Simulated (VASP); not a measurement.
# F in VASP: single point with PBE

Aim: the single point of F with PBE.

Program: VASP 6.6.1. These are calculated values, not measurements. Logs are shortened: lines on timing, memory, paths and dates and some standing lists are left out, and cuts for length are marked.

### 1 The cell of the first run

The cell holds a cluster in a box, 1 atom: a = 9.000 Å, b = 9.350 Å, c = 9.700 Å, α = 90.00°, β = 90.00°, γ = 90.00°.

### 2 Single point, PBE, collinear spin, ferromagnetic start

Contents of INCAR:

```
SYSTEM = F
ALGO = Normal
EDIFF = 1E-6
ENCUT = 520
GGA = PE
GGA_COMPAT = .False.
ISIF = 2
ISMEAR = -1
ISPIN = 2
LASPH = .True.
LCHARG = .False.
LORBIT = 11
LREAL = .False.
LWAVE = .False.
MAGMOM = 1
NBANDS = 14
NELM = 200
PREC = Accurate
SIGMA = 0.05
```

Contents of KPOINTS:

```
k-points
0
Gamma
  1 1 1
  0 0 0
```

Contents of POSCAR:

```
F
1.0
    9.0000000000      0.0000000000      0.0000000000
    0.0000000000      9.3500000000      0.0000000000
    0.0000000000      0.0000000000      9.7000000000
F
1
Direct
    0.5000000000      0.5000000000      0.5000000000
```

Potentials or basis: VASP PAW PBE potentials, release 64 (F).

Launch:

```bash
$ cat potpaw_PBE.64/F/POTCAR > POTCAR
$ mpirun -np 1 vasp_gam > vasp.out
```

OUTCAR:

```text
SYSTEM = F
   EDIFF = 1E-6
   ENCUT = 520
   GGA = PE
   ISIF = 2
   ISMEAR = -1
   ISPIN = 2
   LASPH = .True.
   LORBIT = 11
   LREAL = .False.
   NELM = 200
   PREC = Accurate

 ion  position               nearest neighbor table
   1  0.500  0.500  0.500-

  LATTYP: Found a simple orthorhombic cell.
 ALAT       =     9.0000000000
 B/A-ratio  =     1.0388888889
 C/A-ratio  =     1.0777777778

  Lattice vectors:

 A1 = (   9.0000000000,   0.0000000000,   0.0000000000)
 A2 = (   0.0000000000,   9.3500000000,   0.0000000000)
 A3 = (   0.0000000000,   0.0000000000,   9.7000000000)

Analysis of symmetry for initial positions (statically):
=====================================================================
 Subroutine PRICEL returns:
 Original cell was already a primitive cell.

 Routine SETGRP: Setting up the symmetry group for a
 simple orthorhombic supercell.

 Subroutine GETGRP returns: Found  8 space group operations
 (whereof  8 operations were pure point group operations)
 out of a pool of  8 trial point group operations.

The static configuration has the point symmetry D_2h.

Analysis of symmetry for dynamics (positions and initial velocities):
=====================================================================
 Subroutine PRICEL returns:
 Original cell was already a primitive cell.

 Routine SETGRP: Setting up the symmetry group for a
 simple orthorhombic supercell.

 Subroutine GETGRP returns: Found  8 space group operations
 (whereof  8 operations were pure point group operations)
 out of a pool of  8 trial point group operations.

The dynamic configuration has the point symmetry D_2h.

Analysis of structural, dynamic, and magnetic symmetry:
=====================================================================
 Subroutine PRICEL returns:
 Original cell was already a primitive cell.

 Routine SETGRP: Setting up the symmetry group for a
 simple orthorhombic supercell.

 Subroutine GETGRP returns: Found  8 space group operations
 (whereof  8 operations were pure point group operations)
 out of a pool of  8 trial point group operations.

The overall configuration has the point symmetry D_2h.

 Subroutine INISYM returns: Found  8 space group operations
 (whereof  8 operations are pure point group operations),
 and found     1 'primitive' translations

----------------------------------------------------------------------------------------

                                     Primitive cell

  volume of cell :     816.2550

  direct lattice vectors                    reciprocal lattice vectors
     9.000000000  0.000000000  0.000000000     0.111111111  0.000000000  0.000000000
     0.000000000  9.350000000  0.000000000     0.000000000  0.106951872  0.000000000
     0.000000000  0.000000000  9.700000000     0.000000000  0.000000000  0.103092784

  length of vectors
     9.000000000  9.350000000  9.700000000     0.111111111  0.106951872  0.103092784

  position of ions in fractional coordinates (direct lattice)
     0.500000000  0.500000000  0.500000000

  ion indices of the primitive-cell ions
   primitive index   ion index
                 1           1

----------------------------------------------------------------------------------------

 KPOINTS: k-points

Automatic generation of k-mesh.
 Grid dimensions read from file:
 generate k-points for:    1    1    1

 Generating k-lattice:

  Cartesian coordinates                     Fractional coordinates (reciprocal lattice)
     0.111111111  0.000000000  0.000000000     1.000000000  0.000000000  0.000000000
     0.000000000  0.106951872  0.000000000     0.000000000  1.000000000  0.000000000
     0.000000000  0.000000000  0.103092784     0.000000000  0.000000000  1.000000000

  Length of vectors
     0.111111111  0.106951872  0.103092784

  Shift w.r.t. Gamma in fractional coordinates (k-lattice)
     0.000000000  0.000000000  0.000000000

 Subroutine IBZKPT returns following result:
 ===========================================

 Found      1 irreducible k-points:

 Following reciprocal coordinates:
            Coordinates               Weight
  0.000000  0.000000  0.000000      1.000000
   k-points           NKPTS =      1   k-points in BZ     NKDIM =      1   number of bands    NBANDS=     14
   number of dos      NEDOS =    301   number of ions     NIONS =      1
   total plane-waves  NPLWV = 352800
   dimension x,y,z NGX =    70 NGY =   70 NGZ =   72
   dimension x,y,z NGXF=   140 NGYF=  140 NGZF=  144
   ions per type =               1
   NGX,Y,Z   is equivalent  to a cutoff of  12.93, 12.45, 12.34 a.u.
   NGXF,Y,Z  is equivalent  to a cutoff of  25.86, 24.89, 24.68 a.u.
 SYSTEM =  F
   PREC   = accura    normal or accurate (medium, high low for compatibility)
   ISTART =      0    job   : 0-new  1-cont  2-samecut
   ICHARG =      2    charge: 1-file 2-atom 10-const
   ISPIN  =      2    spin polarized calculation?
   LNONCOLLINEAR =      F non collinear calculations
   LSORBIT =      F    spin-orbit coupling
   LASPH  =      T    aspherical Exc in radial PAW
   ENCUT  =  520.0 eV  38.22 Ry    6.18 a.u.  16.73 17.38 18.04*2*pi/ulx,y,z
   NELM   =    200;   NELMIN=  2; NELMDL= -5     # of ELM steps
   EDIFF  = 0.1E-05   stopping-criterion for ELM
   LREAL  =      F    real-space projection
   EDIFFG = 0.1E-04   stopping-criterion for IOM
   NSW    =      0    number of steps for IOM
   IBRION =     -1    ionic relax: 0-MD 1-quasi-New 2-CG
   NFREE  =      0    steps in history (QN), initial steepest desc. (CG)
   ISIF   =      2    stress and relaxation
   ISYM   =      2    0-nonsym 1-usesym 2-fastsym
   POTIM  = 0.5000    time-step for ionic-motion
   TEBEG  =    0.0;   TEEND  =   0.0 temperature during run
   PSTRESS=    0.0 pullay stress
   NELECT =       7.0000    total number of electrons
   NUPDOWN=      -1.0000    fix difference up-down
   EMIN   =  10.00;   EMAX   =-10.00  energy-range for DOS
   EFERMI =   0.00;   METHOD = LEGACY
   ISMEAR =    -1;   SIGMA  =   0.05  broadening in eV -4-tet -1-fermi 0-gaus
   EFERMI_NEDOS =   21; number of points for ismear=-14 and -15
   IALGO  =     38    algorithm
   IMIX   =      4    mixing-type and parameters
     AMIX     =   0.40;   BMIX     =  1.00
     AMIX_MAG =   1.60;   BMIX_MAG =  1.00
  volume/ion in A,a.u.               =     816.25      5508.36
  Fermi-wavevector in a.u.,A,eV,Ry     =   0.335093  0.633234  1.527763  0.112287
  Thomas-Fermi vector in A             =   1.234345
   LORBIT       =     11    0 simple, 1 ext, 2 COOP (PROOUT), +10 PAW based schemes
   GGA     = PE    functional components
   LHFCALC =     F    Hartree Fock is set to
   AEXX    =    0.0000 exact exchange contribution
   IVDW    =     0    specifies the selected vdW correction
   LEPSILON=     F    determine dielectric tensor
   LRPA    =     F    only Hartree local field effects (RPA)
 spin polarized calculation
  energy-cutoff  :      520.00
  volume of cell :      816.25
 maximum number of plane-waves:     10992
 NGX is ok and might be reduce to    70
   NGX = 33   NGY = 35   NGZ = 37

 number of electron       6.9999994 magnetization       0.9999998

 Free energy of the ion-electron system (eV)
  ---------------------------------------------------
  ext. energy  EPLUGINS =         0.00000000
  ---------------------------------------------------
  free energy    TOTEN  =        -0.51502880 eV

  energy without entropy =       -0.41955168  energy(sigma->0) =       -0.46729024

 E-fermi : -10.1039     XC(G=0):  -0.4736

 val. band max:      -10.1384943062   @ k =   0.0000   0.0000   0.0000
 cond. band min:      -0.3712063519   @ k =   0.0000   0.0000   0.0000
 fundamental gap:      9.7672879543
 Fermi energy:       -10.1038875221

 spin component 1

 k-point     1 :       0.0000    0.0000    0.0000
  band No.  band energies     occupation
      1     -30.5858      1.00000
      2     -11.7650      1.00000
      3     -11.7648      1.00000
      4     -11.7646      1.00000
      5      -0.3712      0.00000
      6       1.1445      0.00000
      7       1.2918      0.00000
      8       1.3986      0.00000
      9       1.5185      0.00000
     10       1.5641      0.00000
     11       1.7022      0.00000
     12       2.9082      0.00000
     13       2.9332      0.00000
     14       3.0162      0.00000
 Fermi energy:       -10.1038875221

 spin component 2

 k-point     1 :       0.0000    0.0000    0.0000
  band No.  band energies     occupation
      1     -28.8794      1.00000
      2     -10.1386      0.66678
      3     -10.1386      0.66677
      4     -10.1385      0.66644
      5      -0.3526      0.00000
      6       1.2179      0.00000
      7       1.3011      0.00000
      8       1.4105      0.00000
      9       1.5341      0.00000
     10       1.5448      0.00000
     11       1.6775      0.00000
     12       2.9584      0.00000
     13       2.9768      0.00000
     14       3.0286      0.00000

------------------------ aborting loop because EDIFF is reached ----------------------------------------

  FORCE on cell =-STRESS in cart. coord.  units (eV):
  Direction    XX          YY          ZZ          XY          YZ          ZX
  --------------------------------------------------------------------------------------
  -------------------------------------------------------------------------------------
  Total       -0.0462701     -0.0449958     -0.0467792     -0.0000000      0.0000000      0.0000000
  in kB       -0.0908207     -0.0883195     -0.0918201     -0.0000000      0.0000000      0.0000000
  external PRESSURE =      -0.0903201 kB  Pullay stress =       0.0000000 kB

 VOLUME and BASIS-vectors are now :
 -----------------------------------------------------------------------------
  energy-cutoff  :      520.00
  volume of cell :      816.25
      direct lattice vectors                 reciprocal lattice vectors
     9.000000000  0.000000000  0.000000000     0.111111111  0.000000000  0.000000000
     0.000000000  9.350000000  0.000000000     0.000000000  0.106951872  0.000000000
     0.000000000  0.000000000  9.700000000     0.000000000  0.000000000  0.103092784

 POSITION                                       TOTAL-FORCE (eV/Angst)
 -----------------------------------------------------------------------------------
      4.50000      4.67500      4.85000         0.000000      0.000000      0.000000
 -----------------------------------------------------------------------------------
    total drift:                                0.000000     -0.000000      0.000000

  FREE ENERGIE OF THE ION-ELECTRON SYSTEM (eV)
  ---------------------------------------------------
  free  energy   TOTEN  =        -0.5150287988 eV

  energy  without entropy=       -0.4195516821  energy(sigma->0) =       -0.46729024

 total charge

# of ion       s       p       d       tot
------------------------------------------
    1        1.761   3.994   0.000   5.755

 magnetization (x)

# of ion       s       p       d       tot
------------------------------------------
    1        0.003   0.843   0.000   0.847
```

Run time: 2.2 min. Hardware: 1 thread of Intel Xeon 8259CL, shared host; peak memory 0.91 GiB.

Results:

```
Free energy                                           : -0.5150 eV
Gap between the frontier levels                       : zero (filled and empty bands touch)
Net moment                                            : 1.00 μB per cell
Site moments                                          : F +0.85 μB
Valence electrons inside the program's atomic spheres : F 5.75
```
